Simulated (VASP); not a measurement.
A run of VASP 6.6.1:

Contents of INCAR:

```
SYSTEM = ZrS
  PREC = Accurate
  ENCUT = 520
  EDIFF = 1E-6
  ISMEAR = 0
  SIGMA = 0.1
  LREAL = .FALSE.
  LASPH = .TRUE.
  NELM = 80
  ALGO = Normal
  ISIF = 2
  LWAVE = .FALSE.
  LCHARG = .FALSE.
  GGA = PS
  NBANDS = 16
```

The input KPOINTS:

```
Automatic mesh
0
G
  18 18 18
  0 0 0
```

File POSCAR:

```
ZrS
1.0
    0.0000000000      2.6250000000      2.6250000000
    2.6250000000      0.0000000000      2.6250000000
    2.6250000000      2.6250000000      0.0000000000
Zr S
1 1
Direct
    0.0000000000      0.0000000000      0.0000000000
    0.5000000000      0.5000000000      0.5000000000
```

Potentials or basis: VASP PAW PBE potentials, release 64 (Zr_sv, S).

Run with:

```bash
$ cat potpaw_PBE.64/Zr_sv/POTCAR potpaw_PBE.64/S/POTCAR > POTCAR
$ mpirun -np 1 vasp_std > vasp.out
```

Hardware: 1 thread of Intel(R) Xeon(R) 6975P-C (Granite Rapids) (shared host).

Problem. Estimate the wall time of this run.

Solution. It took 45 s on 1 thread of Intel(R) Xeon(R) 6975P-C (Granite Rapids), with other jobs on the host, peak memory 0.24 GiB. Counts: scf iterations 13, k points 195.
